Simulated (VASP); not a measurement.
Wanted: the native input for a VASP 6.6.1 run.

```yaml
Task: single point
Functional: PBEsol
Potentials_or_basis: VASP PAW PBE potentials, release 64 (Ti_sv)
Cutoff: 520 eV
k_mesh: 20 × 20 × 20
Occupations: gaussian, width 0.15 eV
Spin: no spin polarisation
Dipole_correction: no
Further_INCAR_settings: ALGO = Fast; EDIFF = 1e-06; NBANDS = 12
```

The structure of Ti lies in POSCAR:

```
Ti
1.0
    0.0000000000      1.9995500000      2.0909000000
    1.9995500000      0.0000000000      2.0909000000
    1.9995500000      1.9995500000      0.0000000000
Ti
1
Direct
    0.0000000000      0.0000000000      0.0000000000
```

This cell differs from its parent crystal: strain -0.015 along x and y, +0.030 along z.

These files were run (other wordings do the same):

INCAR

```
PREC = Accurate
ENCUT = 520
EDIFF = 1E-6
ISMEAR = 0
SIGMA = 0.15
LREAL = False
LASPH = True
NELM = 100
ALGO = Fast
ISIF = 2
LWAVE = False
LCHARG = True
GGA = PS
LELF = True
LVHAR = True
NBANDS = 12
```

KPOINTS

```
regular mesh
0
Gamma
  20 20 20
```

Potentials or basis: VASP PAW PBE potentials, release 64 (Ti_sv).

Command:

```bash
$ cat potpaw_PBE.64/Ti_sv/POTCAR > POTCAR
$ mpirun -np 1 vasp_std > vasp.out
```

Results of the run:

```
Pressure               : -0.5 GPa
Band gap on the k mesh : zero (bands 6 and 7 overlap by 1.29 eV)
```

Caveat: the cell differs from its parent crystal (strain -0.015 along x and y, +0.030 along z); the PAW data sets were made with another functional, which shifts forces and pressure a little.

Wall time 5.4 min on 1 thread of Intel Xeon 8259CL (shared host), peak memory 0.24 GiB.
